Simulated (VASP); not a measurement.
Input of a VASP 6.6.1 run:

Contents of INCAR:

```
ALGO = Normal ; DIPOL = 0.5 0.5 0.330
EDIFF = 1E-7 ; ENCUT = 520
GGA = CA ; IDIPOL = 3
ISIF = 2 ; ISMEAR = 0
LASPH = T ; LCHARG = F
LDIPOL = T ; LREAL = F
LWAVE = F ; NBANDS = 34
NELM = 100 ; PREC = Accurate
SIGMA = 0.1
```

File KPOINTS:

```
k-points
0
Gamma
  9 7 1
```

Contents of POSCAR:

```
Nb4H
1.0
    2.9270177669      0.0000000000      0.0000000000
    0.0000000000      4.1394282232      0.0000000000
    0.0000000000      0.0000000000     21.2576690685
Nb H
4 1
Direct
    0.5000000000      0.5000000000      0.1881673850
    0.0000000000      0.0000000000      0.2570135449
    0.5000000000      0.5000000000      0.3306382692
    0.0000000000      0.0000000000      0.3884559987
    0.0000000000      0.3333333333      0.4877142943
```

Potentials or basis: VASP PAW LDA potentials, release 64 (Nb_sv, H).

Run with:

```sh
$ cat potpaw_LDA.64/Nb_sv/POTCAR potpaw_LDA.64/H/POTCAR > POTCAR
$ mpirun -np 1 vasp_std > vasp.out
```

**Question.** What does it give for the largest force?

**Answer.** 1.935 eV/Å.

Forces in eV/Å, atoms in the order of the input:
```
Nb   0.000  0.027  1.284
Nb   0.000 -0.108 -1.332
Nb   0.000 -0.404  0.000
Nb   0.000  1.195  1.522
H    0.000 -0.711 -1.475
```
